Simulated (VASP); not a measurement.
# In3W (Pm-3m) in VASP: single point with PBE

Aim: the single point of In3W with PBE.

Everything below comes from runs of VASP 6.6.1. Logs are shortened: lines on timing, memory, paths and dates and some standing lists are left out, and cuts for length are marked.

## Step 1: The cell of the first run

It takes space group Pm-3m (No. 221, cubic). The conventional cell has a = 4.616 Å, b = 4.616 Å, c = 4.616 Å, α = 90.00°, β = 90.00°, γ = 90.00°. Within 4.3 Å of In (site symmetry 4/mmm) lie 8 In at 3.26 Å and 4 W at 3.26 Å. Within 4.3 Å of W (site symmetry m-3m) lie 12 In at 3.26 Å.

## Step 2: Single point, PBE, collinear spin, ferromagnetic start

The input, INCAR:

```
PREC = Accurate ; ENCUT = 520
EDIFF = 1E-6 ; ISMEAR = 1
SIGMA = 0.0241 ; LREAL = F
LASPH = T ; NELM = 150
ALGO = Normal ; ISIF = 2
LWAVE = F ; LCHARG = T
ISPIN = 2 ; MAGMOM = 0 0 0 0 0 0 1 1
LORBIT = 11 ; LMAXMIX = 4
GGA = PE ; LELF = T
LVHAR = T ; NBANDS = 67
```

The input, KPOINTS:

```
Automatic mesh
0
Gamma
  5 5 5
```

The input, POSCAR:

```
In3W
1.0
    4.6160152400      4.6160152400      0.0000000000
    0.0000000000      4.6160152400      4.6160152400
    4.6160152400      0.0000000000      4.6160152400
In W
6 2
Direct
    0.0000000000      0.5000000000      0.0000000000
    0.5000000000      0.0000000000      0.5000000000
    0.0000000000      0.0000000000      0.5000000000
    0.5000000000      0.5000000000      0.0000000000
    0.0000000000      0.5000000000      0.5000000000
    0.5000000000      0.0000000000      0.0000000000
    0.0000000000      0.0000000000      0.0000000000
    0.5000000000      0.5000000000      0.5000000000
```

Potentials or basis: VASP PAW PBE potentials, release 64 (In_d, W_sv).

On the command line:

```bash
> cat potpaw_PBE.64/In_d/POTCAR potpaw_PBE.64/W_sv/POTCAR > POTCAR
> mpirun -np 1 vasp_std > vasp.out
```

OUTCAR:

```text
PREC = Accurate
   ENCUT = 520
   EDIFF = 1E-6
   ISMEAR = 1
   LREAL = F
   LASPH = T
   NELM = 150
   ISIF = 2
   ISPIN = 2
   LORBIT = 11
   GGA = PE

 ion  position               nearest neighbor table
   1  0.000  0.500  0.000-   4 3.26   5 3.26   7 3.26   3 3.26   5 3.26   8 3.26   3 3.26   6 3.26
                             7 3.26   4 3.26   6 3.26   8 3.26
   2  0.500  0.000  0.500-   3 3.26   6 3.26   8 3.26   4 3.26   6 3.26   7 3.26   4 3.26   5 3.26
                             8 3.26   3 3.26   5 3.26   7 3.26
   3  0.000  0.000  0.500-   2 3.26   5 3.26   7 3.26   1 3.26   6 3.26   7 3.26   1 3.26   5 3.26
                             8 3.26   2 3.26   6 3.26   8 3.26
   4  0.500  0.500  0.000-   1 3.26   6 3.26   8 3.26   2 3.26   5 3.26   8 3.26   2 3.26   6 3.26
                             7 3.26   1 3.26   5 3.26   7 3.26
   5  0.000  0.500  0.500-   1 3.26   3 3.26   8 3.26   1 3.26   4 3.26   7 3.26   2 3.26   3 3.26
                             7 3.26   2 3.26   4 3.26   8 3.26
   6  0.500  0.000  0.000-   2 3.26   4 3.26   7 3.26   2 3.26   3 3.26   8 3.26   1 3.26   4 3.26
                             8 3.26   1 3.26   3 3.26   7 3.26
   7  0.000  0.000  0.000-   1 3.26   3 3.26   6 3.26   2 3.26   3 3.26   5 3.26   1 3.26   4 3.26
                             5 3.26   2 3.26   4 3.26   6 3.26
   8  0.500  0.500  0.500-   2 3.26   4 3.26   5 3.26   1 3.26   4 3.26   6 3.26   2 3.26   3 3.26
                             6 3.26   1 3.26   3 3.26   5 3.26

  LATTYP: Found a face centered cubic cell.
 ALAT       =     9.2320304800

  Lattice vectors:

 A1 = (   4.6160152400,   4.6160152400,   0.0000000000)
 A2 = (   0.0000000000,   4.6160152400,   4.6160152400)
 A3 = (   4.6160152400,   0.0000000000,   4.6160152400)

Analysis of symmetry for initial positions (statically):
=====================================================================
 Subroutine PRICEL returns following result:

  LATTYP: Found a simple cubic cell.
 ALAT       =     4.6160152400
[... 12 lines left out ...]
 Subroutine GETGRP returns: Found 48 space group operations
 (whereof 48 operations were pure point group operations)
 out of a pool of 48 trial point group operations.

The static configuration has the point symmetry O_h .

Analysis of symmetry for dynamics (positions and initial velocities):
=====================================================================
 Subroutine PRICEL returns following result:

  LATTYP: Found a simple cubic cell.
 ALAT       =     4.6160152400
[... 12 lines left out ...]
 Subroutine GETGRP returns: Found 48 space group operations
 (whereof 48 operations were pure point group operations)
 out of a pool of 48 trial point group operations.

The dynamic configuration has the point symmetry O_h .

Analysis of structural, dynamic, and magnetic symmetry:
=====================================================================
 Subroutine PRICEL returns following result:

  LATTYP: Found a simple cubic cell.
 ALAT       =     4.6160152400
[... 12 lines left out ...]
 Subroutine GETGRP returns: Found 48 space group operations
 (whereof 48 operations were pure point group operations)
 out of a pool of 48 trial point group operations.

The overall configuration has the point symmetry O_h .

 Subroutine INISYM returns: Found 48 space group operations
 (whereof 48 operations are pure point group operations),
 and found     2 'primitive' translations

----------------------------------------------------------------------------------------

                                     Primitive cell

  volume of cell :      98.3562

  direct lattice vectors                    reciprocal lattice vectors
     0.000000000  0.000000000 -4.616015240     0.000000000  0.000000000 -0.216637066
     0.000000000  4.616015240  0.000000000     0.000000000  0.216637066  0.000000000
     4.616015240  0.000000000  0.000000000     0.216637066  0.000000000  0.000000000

  length of vectors
     4.616015240  4.616015240  4.616015240     0.216637066  0.216637066  0.216637066

  position of ions in fractional coordinates (direct lattice)
     0.500000000  0.500000000  0.000000000
     0.500000000  0.000000000  0.500000000
     0.000000000  0.500000000  0.500000000
     0.000000000  0.000000000  0.000000000

  ion indices of the primitive-cell ions
   primitive index   ion index
                 1           1
                 2           4
                 3           5
                 4           7

----------------------------------------------------------------------------------------

[... 47 lines left out ...]
   ICHARG =      2    charge: 1-file 2-atom 10-const
   ISPIN  =      2    spin polarized calculation?
   LNONCOLLINEAR =      F non collinear calculations
   LSORBIT =      F    spin-orbit coupling
   LASPH  =      T    aspherical Exc in radial PAW
   ENCUT  =  520.0 eV  38.22 Ry    6.18 a.u.  12.14 12.14 12.14*2*pi/ulx,y,z
   NELM   =    150;   NELMIN=  2; NELMDL= -5     # of ELM steps
   EDIFF  = 0.1E-05   stopping-criterion for ELM
   LREAL  =      F    real-space projection
   EDIFFG = 0.1E-04   stopping-criterion for IOM
   NSW    =      0    number of steps for IOM
   IBRION =     -1    ionic relax: 0-MD 1-quasi-New 2-CG
   NFREE  =      0    steps in history (QN), initial steepest desc. (CG)
   ISIF   =      2    stress and relaxation
   ISYM   =      2    0-nonsym 1-usesym 2-fastsym
   POTIM  = 0.5000    time-step for ionic-motion
   TEBEG  =    0.0;   TEEND  =   0.0 temperature during run
   PSTRESS=    0.0 pullay stress
   NELECT =     106.0000    total number of electrons
   NUPDOWN=      -1.0000    fix difference up-down
   EMIN   =  10.00;   EMAX   =-10.00  energy-range for DOS
   EFERMI =   0.00;   METHOD = LEGACY
   ISMEAR =     1;   SIGMA  =   0.02  broadening in eV -4-tet -1-fermi 0-gaus
   EFERMI_NEDOS =   21; number of points for ismear=-14 and -15
   IALGO  =     38    algorithm
   IMIX   =      4    mixing-type and parameters
     AMIX     =   0.40;   BMIX     =  1.00
     AMIX_MAG =   1.60;   BMIX_MAG =  1.00
  volume/ion in A,a.u.               =      24.59       165.94
  Fermi-wavevector in a.u.,A,eV,Ry     =   1.332190  2.517474 24.146676  1.774731
  Thomas-Fermi vector in A             =   2.461144
   LORBIT       =     11    0 simple, 1 ext, 2 COOP (PROOUT), +10 PAW based schemes
   GGA     = PE    functional components
   LHFCALC =     F    Hartree Fock is set to
   AEXX    =    0.0000 exact exchange contribution
   IVDW    =     0    specifies the selected vdW correction
   LEPSILON=     F    determine dielectric tensor
   LRPA    =     F    only Hartree local field effects (RPA)
 spin polarized calculation
 Methfessel and Paxton  Order N= 1 SIGMA  =   0.02
  energy-cutoff  :      520.00
  volume of cell :      196.71
 maximum number of plane-waves:      5308
 NGX is ok and might be reduce to    50
   NGX = 25   NGY = 25   NGZ = 25

 number of electron     106.0000054 magnetization       3.8044205

 Free energy of the ion-electron system (eV)
  ---------------------------------------------------
  ext. energy  EPLUGINS =         0.00000000
  ---------------------------------------------------
  free energy    TOTEN  =       -34.55331048 eV

  energy without entropy =      -34.55369414  energy(sigma->0) =      -34.55343837

 E-fermi :   7.7417     XC(G=0): -10.7285

 val. band max:        7.7055353045   @ k =  -0.4000   0.4000   0.2000
 cond. band min:       7.7449338471   @ k =   0.4000   0.0000   0.0000
 fundamental gap:      0.0393985426
 Fermi energy:         7.7417084439

 spin component 1

 k-point     1 :       0.0000    0.0000    0.0000
  band No.  band energies     occupation
      1     -66.8710      1.00000
      2     -66.8709      1.00000
      3     -31.1438      1.00000
      4     -31.1438      1.00000
      5     -31.1438      1.00000
      6     -31.1422      1.00000
[... 669 lines left out ...]
     64      11.6086      0.00000
     65      11.6255      0.00000
 Fermi energy:         7.7417084439

 spin component 2

 k-point     1 :       0.0000    0.0000    0.0000
  band No.  band energies     occupation
      1     -66.1552      1.00000
      2     -66.1551      1.00000
      3     -30.1744      1.00000
      4     -30.1744      1.00000
      5     -30.1744      1.00000
      6     -30.1728      1.00000
[... 669 lines left out ...]
     64      11.8757      0.00000
     65      11.9354      0.00000
 [bands above 65 left out]

------------------------ aborting loop because EDIFF is reached ----------------------------------------

  FORCE on cell =-STRESS in cart. coord.  units (eV):
  Direction    XX          YY          ZZ          XY          YZ          ZX
  --------------------------------------------------------------------------------------
  -------------------------------------------------------------------------------------
  Total      -10.8213673    -10.8213673    -10.8213673      0.0000000      0.0000000      0.0000000
  in kB      -88.1375595    -88.1375595    -88.1375595      0.0000000      0.0000000      0.0000000
  external PRESSURE =     -88.1375595 kB  Pullay stress =       0.0000000 kB

 VOLUME and BASIS-vectors are now :
 -----------------------------------------------------------------------------
  energy-cutoff  :      520.00
  volume of cell :      196.71
      direct lattice vectors                 reciprocal lattice vectors
     4.616015240  4.616015240  0.000000000     0.108318533  0.108318533 -0.108318533
     0.000000000  4.616015240  4.616015240    -0.108318533  0.108318533  0.108318533
     4.616015240  0.000000000  4.616015240     0.108318533 -0.108318533  0.108318533

 POSITION                                       TOTAL-FORCE (eV/Angst)
 -----------------------------------------------------------------------------------
      0.00000      2.30801      2.30801         0.000000     -0.000000      0.000000
      4.61602      2.30801      2.30801        -0.000000     -0.000000      0.000000
      2.30801      0.00000      2.30801        -0.000000     -0.000000     -0.000000
      2.30801      4.61602      2.30801        -0.000000      0.000000     -0.000000
      2.30801      2.30801      4.61602         0.000000     -0.000000      0.000000
      2.30801      2.30801      0.00000         0.000000      0.000000     -0.000000
      0.00000      0.00000      0.00000         0.000000      0.000000      0.000000
      4.61602      4.61602      4.61602        -0.000000      0.000000     -0.000000
 -----------------------------------------------------------------------------------
    total drift:                                0.000000      0.000000      0.000000

  FREE ENERGIE OF THE ION-ELECTRON SYSTEM (eV)
  ---------------------------------------------------
  free  energy   TOTEN  =       -34.5533104815 eV

  energy  without entropy=      -34.5536941417  energy(sigma->0) =      -34.55343837

 total charge

# of ion       s       p       d       tot
------------------------------------------
    1        0.883   0.586   9.861  11.331
    2        0.883   0.586   9.861  11.331
    3        0.883   0.586   9.861  11.331
    4        0.883   0.586   9.861  11.331
    5        0.883   0.586   9.861  11.331
    6        0.883   0.586   9.861  11.331
    7        2.328   6.054   3.276  11.658
    8        2.328   6.054   3.276  11.658
--------------------------------------------------
tot          9.957  15.627  65.715  91.299

 magnetization (x)

# of ion       s       p       d       tot
------------------------------------------
    1       -0.026  -0.020   0.008  -0.038
    2       -0.026  -0.020   0.008  -0.038
    3       -0.026  -0.020   0.008  -0.038
    4       -0.026  -0.020   0.008  -0.038
    5       -0.026  -0.020   0.008  -0.038
    6       -0.026  -0.020   0.008  -0.038
    7        0.081   0.013   1.487   1.581
    8        0.081   0.013   1.487   1.581
--------------------------------------------------
tot          0.006  -0.094   3.022   2.933
```

It took 4.4 min on 1 thread of Intel Xeon 6975P-C (Granite Rapids), shared host; peak memory 0.53 GiB.

Results:

```yaml
Free_energy: -34.5533 eV
Pressure: -8.8 GPa
Net_moment: 3.80 μB per cell
Site_moments: In -0.04; W +1.58 μB
Valence_electrons_inside_the_program's_atomic_spheres: In 11.33; W 11.66
```

Caveat: spin-orbit coupling is left out, which moves the levels of the heavy elements.
